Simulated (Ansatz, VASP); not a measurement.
**Two plane-wave programs on SiC**

```xyz
4
Lattice="3.0754 0.0000 0.0000 -1.5377 2.6633 0.0000 0.0000 0.0000 5.0481" Properties=species:S:1:pos:R:3 pbc="T T T"
Si    0.0000    1.7756    2.5220
Si    1.5377    0.8878    5.0460
C     0.0000    1.7756    4.4192
C     1.5377    0.8878    1.8951
```

Alike in both runs: task single point; functional PBE-based screened hybrid; k mesh 6 × 6 × 2; no spin polarisation.

|  | VASP | Ansatz |
| --- | --- | --- |
| version | VASP 6.6.1 | Ansatz 0.2.0 |
| potentials or method | VASP PAW PBE potentials, release 64 (Si, C) | plane waves |
| plane-wave cutoff (eV) | 520 | 420 |
| occupations | gaussian, width 0.01 eV | fixed |
| valence electrons in the cell | 16 | 16 |

Ansatz gave:

```
gap on the k mesh at the Fermi level (eV)                     : 3.74
pressure (GPa)                                                : -2.3
traceless stress, the component that is largest in VASP (GPa) : 0.23
rms of the force components (eV/Å)                            : 0.027
```

Question: Estimate VASP's values.

Answer: gap on the k mesh at the Fermi level (eV): 3.76; pressure (GPa): -2.8; traceless stress, the component that is largest in VASP (GPa): 0.33; rms of the force components (eV/Å): 0.028.

VASP's potentials were made for PBE, not for PBE-based screened hybrid. Atom by atom the forces differ by 0.001 eV/Å (rms over components). Ansatz's warnings: stress exchange threshold loose, stress scf threshold loose.

The k mesh is coarse, so the values compare programs but aren't converged.
